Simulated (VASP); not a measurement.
# NaI (Cm) in VASP: single point with r2SCAN

Aim: the single point of NaI with r2SCAN.

All numbers are computed with VASP 6.6.1; they aren't measurements. Logs are shortened: lines on timing, memory, paths and dates and some standing lists are left out, and cuts for length are marked.

### Step 1. The cell of the first run

It takes space group Cm (No. 8, monoclinic). Conventional cell: a = 6.473 Å, b = 6.473 Å, c = 4.577 Å, α = 90.00°, β = 135.00°, γ = 90.00°. Na (site symmetry m) has 6 I at 2.94 to 3.54 Å within 3.9 Å. Within 3.9 Å of I (site symmetry m) lie 6 Na at 2.94 to 3.54 Å.

### Step 2. Single point, r2SCAN (atom 1 (Na) moved by (-0.300, -0.150) A along x and y)

POSCAR

```
NaI
1.0
    0.0000000000      3.2364000000      3.2364000000
    3.2364000000      0.0000000000      3.2364000000
    3.2364000000      3.2364000000      0.0000000000
Na I
1 1
Direct
    0.0231738969     -0.0231738969     -0.0695216908
    0.5000000000      0.5000000000      0.5000000000
```

INCAR.step1

```
PREC = Accurate
ENCUT = 520
ISMEAR = 0
SIGMA = 0.05
LREAL = F
LASPH = T
NELM = 100
NBANDS = 14
GGA = PE
ALGO = Normal
EDIFF = 1E-4
LWAVE = T
LCHARG = F
```

INCAR.step2

```
PREC = Accurate
ENCUT = 520
EDIFF = 1E-7
ISMEAR = 0
SIGMA = 0.05
LREAL = F
LASPH = T
NELM = 100
ALGO = Normal
ISIF = 2
LWAVE = F
LCHARG = F
METAGGA = R2SCAN
LMIXTAU = T
NBANDS = 14
ISTART = 1
```

KPOINTS

```
regular mesh
0
Gamma
  6 6 6
```

Potentials or basis: VASP PAW PBE potentials, release 64 (Na_pv, I).

Command:

```
$ cat potpaw_PBE.64/Na_pv/POTCAR potpaw_PBE.64/I/POTCAR > POTCAR
$ cp INCAR.step1 INCAR
$ mpirun -np 1 vasp_std > vasp.out
$ cp INCAR.step2 INCAR
$ mpirun -np 1 vasp_std > vasp.out
```

OUTCAR:

```text
PREC = Accurate
   ENCUT = 520
   EDIFF = 1E-7
   ISMEAR = 0
   LREAL = F
   LASPH = T
   NELM = 100
   ISIF = 2
   METAGGA = R2SCAN
   ISTART = 1

 ion  position               nearest neighbor table
   1  0.023  0.977  0.930-   2 2.94   2 3.10
   2  0.500  0.500  0.500-   1 2.94   1 3.10

  LATTYP: Found a face centered cubic cell.
 ALAT       =     6.4728000000

  Lattice vectors:

 A1 = (   0.0000000000,   3.2364000000,   3.2364000000)
 A2 = (   3.2364000000,   0.0000000000,   3.2364000000)
 A3 = (   3.2364000000,   3.2364000000,   0.0000000000)

Analysis of symmetry for initial positions (statically):
=====================================================================
 Subroutine PRICEL returns:
 Original cell was already a primitive cell.

 Routine SETGRP: Setting up the symmetry group for a
 face centered cubic supercell.

 Subroutine GETGRP returns: Found  2 space group operations
 (whereof  2 operations were pure point group operations)
 out of a pool of 48 trial point group operations.

The static configuration has the point symmetry C_1h.

Analysis of symmetry for dynamics (positions and initial velocities):
=====================================================================
 Subroutine PRICEL returns:
 Original cell was already a primitive cell.

 Routine SETGRP: Setting up the symmetry group for a
 face centered cubic supercell.

 Subroutine GETGRP returns: Found  2 space group operations
 (whereof  2 operations were pure point group operations)
 out of a pool of 48 trial point group operations.

The dynamic configuration has the point symmetry C_1h.

 Subroutine INISYM returns: Found  2 space group operations
 (whereof  2 operations are pure point group operations),
 and found     1 'primitive' translations

----------------------------------------------------------------------------------------

                                     Primitive cell

  volume of cell :      67.7980

  direct lattice vectors                    reciprocal lattice vectors
     0.000000000  3.236400000  3.236400000    -0.154492646  0.154492646  0.154492646
     3.236400000  0.000000000  3.236400000     0.154492646 -0.154492646  0.154492646
     3.236400000  3.236400000  0.000000000     0.154492646  0.154492646 -0.154492646

  length of vectors
     4.576960773  4.576960773  4.576960773     0.267589113  0.267589113  0.267589113

  position of ions in fractional coordinates (direct lattice)
     0.023173897  0.976826103  0.930478309
     0.500000000  0.500000000  0.500000000

  ion indices of the primitive-cell ions
   primitive index   ion index
                 1           1
                 2           2

----------------------------------------------------------------------------------------

 KPOINTS: regular mesh

Automatic generation of k-mesh.
 Grid dimensions read from file:
 generate k-points for:    6    6    6

 Generating k-lattice:

  Cartesian coordinates                     Fractional coordinates (reciprocal lattice)
    -0.025748774  0.025748774  0.025748774     0.166666667  0.000000000  0.000000000
     0.025748774 -0.025748774  0.025748774     0.000000000  0.166666667  0.000000000
     0.025748774  0.025748774 -0.025748774     0.000000000  0.000000000  0.166666667

  Length of vectors
     0.044598185  0.044598185  0.044598185

  Shift w.r.t. Gamma in fractional coordinates (k-lattice)
     0.000000000  0.000000000  0.000000000

 Subroutine IBZKPT returns following result:
 ===========================================

 Found     68 irreducible k-points:

 Following reciprocal coordinates:
            Coordinates               Weight
  0.000000  0.000000  0.000000      1.000000
  0.166667  0.000000  0.000000      4.000000
  0.000000  0.000000  0.166667      4.000000
  0.333333  0.000000  0.000000      4.000000
  0.000000  0.000000  0.333333      4.000000
  0.500000  0.000000  0.000000      2.000000
[... 16 lines left out ...]
 -0.333333  0.166667  0.000000      4.000000
  0.000000 -0.333333  0.166667      4.000000
 [... further k-points ...]
   k-points           NKPTS =     68   k-points in BZ     NKDIM =     68   number of bands    NBANDS=     14
   number of dos      NEDOS =    301   number of ions     NIONS =      2
   total plane-waves  NPLWV =  46656
   dimension x,y,z NGX =    36 NGY =   36 NGZ =   36
   dimension x,y,z NGXF=    72 NGYF=   72 NGZF=   72
   ions per type =               1   1
   NGX,Y,Z   is equivalent  to a cutoff of  13.08, 13.08, 13.08 a.u.
   NGXF,Y,Z  is equivalent  to a cutoff of  26.15, 26.15, 26.15 a.u.
 SYSTEM =  unknown system
   PREC   = accura    normal or accurate (medium, high low for compatibility)
   ISTART =      1    job   : 0-new  1-cont  2-samecut
   ICHARG =      0    charge: 1-file 2-atom 10-const
   ISPIN  =      1    spin polarized calculation?
   LNONCOLLINEAR =      F non collinear calculations
   LSORBIT =      F    spin-orbit coupling
   LASPH  =      T    aspherical Exc in radial PAW
   ENCUT  =  520.0 eV  38.22 Ry    6.18 a.u.   8.51  8.51  8.51*2*pi/ulx,y,z
   NELM   =    100;   NELMIN=  2; NELMDL=  0     # of ELM steps
   EDIFF  = 0.1E-06   stopping-criterion for ELM
   LREAL  =      F    real-space projection
   EDIFFG = 0.1E-05   stopping-criterion for IOM
   NSW    =      0    number of steps for IOM
   IBRION =     -1    ionic relax: 0-MD 1-quasi-New 2-CG
   NFREE  =      0    steps in history (QN), initial steepest desc. (CG)
   ISIF   =      2    stress and relaxation
   ISYM   =      2    0-nonsym 1-usesym 2-fastsym
   POTIM  = 0.5000    time-step for ionic-motion
   TEBEG  =    0.0;   TEEND  =   0.0 temperature during run
   PSTRESS=    0.0 pullay stress
   NELECT =      14.0000    total number of electrons
   NUPDOWN=      -1.0000    fix difference up-down
   EMIN   =  10.00;   EMAX   =-10.00  energy-range for DOS
   EFERMI =   0.00;   METHOD = LEGACY
   ISMEAR =     0;   SIGMA  =   0.05  broadening in eV -4-tet -1-fermi 0-gaus
   EFERMI_NEDOS =   21; number of points for ismear=-14 and -15
   IALGO  =     38    algorithm
   IMIX   =      4    mixing-type and parameters
     AMIX     =   0.40;   BMIX     =  1.00
     AMIX_MAG =   1.60;   BMIX_MAG =  1.00
  volume/ion in A,a.u.               =      33.90       228.76
  Fermi-wavevector in a.u.,A,eV,Ry     =   0.967636  1.828567 12.739397  0.936319
  Thomas-Fermi vector in A             =   2.097538
   LORBIT       =      0    0 simple, 1 ext, 2 COOP (PROOUT), +10 PAW based schemes
   METAGGA = R2SCAN    functional components
   LHFCALC =     F    Hartree Fock is set to
   AEXX    =    0.0000 exact exchange contribution
   IVDW    =     0    specifies the selected vdW correction
   LEPSILON=     F    determine dielectric tensor
   LRPA    =     F    only Hartree local field effects (RPA)
 non-spin polarized calculation
 Gauss-broadening in eV      SIGMA  =   0.05
  energy-cutoff  :      520.00
  volume of cell :       67.80
 maximum number of plane-waves:      1853
 NGX is ok and might be reduce to    36
   NGX = 17   NGY = 17   NGZ = 17

 number of electron      13.9999998 magnetization

 Free energy of the ion-electron system (eV)
  ---------------------------------------------------
  ext. energy  EPLUGINS =         0.00000000
  ---------------------------------------------------
  free energy    TOTEN  =       -31.02729700 eV

  energy without entropy =      -31.02729700  energy(sigma->0) =      -31.02729700

 E-fermi :   0.7817     XC(G=0):  -8.0543

 val. band max:        0.4716684241   @ k =   0.0000   0.0000   0.0000
 cond. band min:       4.9194291927   @ k =   0.0000   0.0000   0.0000
 fundamental gap:      4.4477607686
 Fermi energy:         0.7817474924

 k-point     1 :       0.0000    0.0000    0.0000
  band No.  band energies     occupation
      1     -22.7499      2.00000
      2     -22.7448      2.00000
      3     -22.7443      2.00000
      4     -10.8793      2.00000
      5       0.4302      2.00000
      6       0.4708      2.00000
      7       0.4717      2.00000
      8       4.9194      0.00000
      9       8.9433      0.00000
     10       8.9555      0.00000
     11       9.0051      0.00000
     12      10.8413      0.00000
     13      10.9334      0.00000
     14      11.5282      0.00000

 k-point     2 :       0.1667    0.0000    0.0000
  band No.  band energies     occupation
      1     -22.7502      2.00000
      2     -22.7459      2.00000
      3     -22.7445      2.00000
      4     -10.8011      2.00000
      5      -0.2542      2.00000
      6       0.3794      2.00000
      7       0.3961      2.00000
      8       5.6921      0.00000
      9       8.4642      0.00000
     10       9.1760      0.00000
     11       9.2267      0.00000
     12      10.3630      0.00000
     13      10.4851      0.00000
     14      12.1350      0.00000

 k-point     3 :       0.0000    0.0000    0.1667
  band No.  band energies     occupation
      1     -22.7507      2.00000
      2     -22.7451      2.00000
      3     -22.7447      2.00000
      4     -10.8015      2.00000
      5      -0.2339      2.00000
      6       0.3556      2.00000
      7       0.3943      2.00000
      8       5.6993      0.00000
      9       8.4922      0.00000
     10       9.1628      0.00000
     11       9.1882      0.00000
     12      10.3838      0.00000
     13      10.4520      0.00000
     14      12.1941      0.00000
[... 324 lines left out ...]
 k-point    23 :      -0.3333    0.1667    0.0000
  band No.  band energies     occupation
      1     -22.7517      2.00000
      2     -22.7479      2.00000
      3     -22.7456      2.00000
      4     -10.5545      2.00000
      5      -1.3935      2.00000
      6      -0.2817      2.00000
      7       0.1794      2.00000
      8       6.9331      0.00000
      9       7.9641      0.00000
     10       9.0125      0.00000
     11       9.3177      0.00000
     12      11.2474      0.00000
     13      12.7091      0.00000
     14      13.3472      0.00000

 k-point    24 :       0.0000   -0.3333    0.1667
  band No.  band energies     occupation
      1     -22.7517      2.00000
      2     -22.7484      2.00000
      3     -22.7450      2.00000
      4     -10.5552      2.00000
      5      -1.3884      2.00000
      6      -0.2813      2.00000
      7       0.1736      2.00000
      8       6.9324      0.00000
      9       8.0270      0.00000
     10       9.0280      0.00000
     11       9.2250      0.00000
     12      11.1625      0.00000
     13      12.7623      0.00000
     14      13.3336      0.00000

 [... further k-points ...]
[... 5 lines left out ...]
  --------------------------------------------------------------------------------------
  -------------------------------------------------------------------------------------
  Total        0.6424391      0.0524496     -0.1157223     -0.0929224      0.0000000      0.0000000
  in kB       15.1818946      1.2394716     -2.7347091     -2.1959095      0.0000000      0.0000000
  external PRESSURE =       4.5622190 kB  Pullay stress =       0.0000000 kB

 VOLUME and BASIS-vectors are now :
 -----------------------------------------------------------------------------
  energy-cutoff  :      520.00
  volume of cell :       67.80
      direct lattice vectors                 reciprocal lattice vectors
     0.000000000  3.236400000  3.236400000    -0.154492646  0.154492646  0.154492646
     3.236400000  0.000000000  3.236400000     0.154492646 -0.154492646  0.154492646
     3.236400000  3.236400000  0.000000000     0.154492646  0.154492646 -0.154492646

 POSITION                                       TOTAL-FORCE (eV/Angst)
 -----------------------------------------------------------------------------------
      6.17280      3.08640      3.23640         0.373499      0.125154      0.000000
      3.23640      3.23640      3.23640        -0.373499     -0.125154      0.000000
 -----------------------------------------------------------------------------------
    total drift:                                0.009133     -0.004240     -0.000001

  FREE ENERGIE OF THE ION-ELECTRON SYSTEM (eV)
  ---------------------------------------------------
  free  energy   TOTEN  =       -31.0272970018 eV

  energy  without entropy=      -31.0272970018  energy(sigma->0) =      -31.02729700
```

Run time: 2 min. Hardware: 1 thread of Intel Xeon 6975P-C (Granite Rapids), shared host; peak memory 0.24 GiB.

What came out:

```yaml
Free_energy: -31.0273 eV
Pressure: 0.5 GPa
Largest_force: 0.394 eV/Å
Band_gap_on_the_k_mesh: 4.45 eV, direct
```

Forces on the atoms (eV/Å):
```
Na   0.373  0.125  0.000
I   -0.373 -0.125  0.000
```

Stress tensor (GPa, compression positive):
```
 1.52 -0.22  0.00
-0.22  0.12  0.00
 0.00  0.00 -0.27
```

Levels at points of the mesh, in eV from the valence-band top:
```
           k point  band 4  band 5  band 6  band 7  band 8  band 9  band 10  band 11
(0.00, 0.00, 0.00)  -11.35   -0.04    0.00    0.00    4.45    8.47     8.48     8.53
(0.50, 0.00, 0.00)  -11.02   -2.19   -0.30   -0.29    5.69    8.09     8.12     9.73
(0.00, 0.00, 0.50)  -11.02   -2.17   -0.33   -0.29    5.71    8.07     8.11     9.71
(0.50, 0.50, 0.00)  -10.94   -1.93   -0.79   -0.75    5.24    6.03    10.74    12.08
(0.00, 0.50, 0.50)  -10.93   -1.94   -0.76   -0.76    5.25    6.03    10.68    12.19
(0.50, 0.00, 0.50)  -10.93   -1.93   -0.77   -0.76    5.24    6.03    10.72    12.12
```

Caveat: the cell differs from its parent crystal (atom 1 (Na) moved by (-0.300, -0.150) A along x and y); the PAW data sets were made with another functional, which shifts forces and pressure a little; spin-orbit coupling is left out, which moves the levels of the heavy elements.
